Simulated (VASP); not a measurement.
NiO, 2 atoms in the cell. Symmetry: Fm-3m, No. 225, cubic system. The conventional cell has a = 4.183 Å, b = 4.183 Å, c = 4.183 Å, α = 90.00°, β = 90.00°, γ = 90.00°. Within 2.8 Å of Ni (site symmetry m-3m) lie 6 O at 2.09 Å. O (site symmetry m-3m) has 6 Ni at 2.09 Å within 2.8 Å. 

* Program: VASP 6.6.1
* Task: single point
* Functional: PBE
* Potentials or basis: VASP PAW PBE potentials, release 64 (Ni, O)
* Cutoff: 520 eV
* k mesh: 9 × 9 × 9
* Occupations: fermi-dirac, width 0.05 eV
* Spin: collinear spin, ferromagnetic start
* Starting moments: [2.0, 0.0] μB
* Fixed moment: 2 μB
* Dipole correction: no
* Further INCAR settings: ALGO = Normal; EDIFF = 1e-06; NBANDS = 19

Potentials or basis: VASP PAW PBE potentials, release 64 (Ni, O).

The run is started by

```console
$ cat potpaw_PBE.64/Ni/POTCAR potpaw_PBE.64/O/POTCAR > POTCAR
$ mpirun -np 1 vasp_std > vasp.out
```

Hardware: 1 thread of Intel Xeon 8259CL (shared host).

Q: How long does it take, and how much memory?

A: Run time: 46 s on 1 thread of Intel Xeon 8259CL, on a shared host, peak memory 0.16 GiB. Counts: scf iterations 15, k points 35.
